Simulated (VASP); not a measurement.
Write the native input for VASP 6.6.1 that does the following.

```yaml
Task: electric field gradients
Functional: PBEsol
Potentials_or_basis: VASP PAW PBE potentials, release 64 (Zn, S)
Cutoff: 520 eV
k_mesh: 8 × 8 × 5
Occupations: fermi-dirac, width 0.03 eV
Spin: no spin polarisation
Dipole_correction: no
Further_INCAR_settings: ALGO = Normal; EDIFF = 1e-08; NBANDS = 26
```

The structure of ZnS lies in POSCAR:

```
ZnS
1.0
    3.8109987816     -0.0190549939     -0.0190549939
   -1.9220014996      3.3099492556     -0.0069746118
   -0.0311700000     -0.0311700000      6.2340000000
Zn S
2 2
Direct
    0.3333333333      0.6666666667      0.0000000000
    0.6666666667      0.3333333333      0.5000000000
    0.3333333333      0.6666666667      0.3850000000
    0.6666666667      0.3333333333      0.8850000000
```

This cell differs from its parent crystal: equal xy, yz and zx shear strains of -1 %.

The input as run:

INCAR

```
SYSTEM = ZnS
PREC = Accurate
ENCUT = 520
EDIFF = 1E-8
ISMEAR = -1
SIGMA = 0.03
LREAL = .FALSE.
LASPH = .TRUE.
NELM = 80
ALGO = Normal
ISIF = 2
LWAVE = .FALSE.
LCHARG = .FALSE.
GGA = PS
LEFG = .TRUE.
NBANDS = 26
```

KPOINTS

```
regular mesh
0
G
  8 8 5
  0 0 0
```

Potentials or basis: VASP PAW PBE potentials, release 64 (Zn, S).

Launch:

```console
$ cat potpaw_PBE.64/Zn/POTCAR potpaw_PBE.64/S/POTCAR > POTCAR
$ mpirun -np 1 vasp_std > vasp.out
```

It gave:

* Pressure: -1.1 GPa
* Largest force: 0.332 eV/Å
* Band gap on the k mesh: 2.08 eV, direct

Caveat: the cell differs from its parent crystal (equal xy, yz and zx shear strains of -1 %); without QUAD_EFG the Cq values of the log hold for a quadrupole moment of 1 mb, not for the nuclei; the PAW data sets were made with another functional, which shifts forces and pressure a little.

Run time: 11 min on 1 thread of AMD EPYC 7R13, on a shared host, peak memory 0.35 GiB.
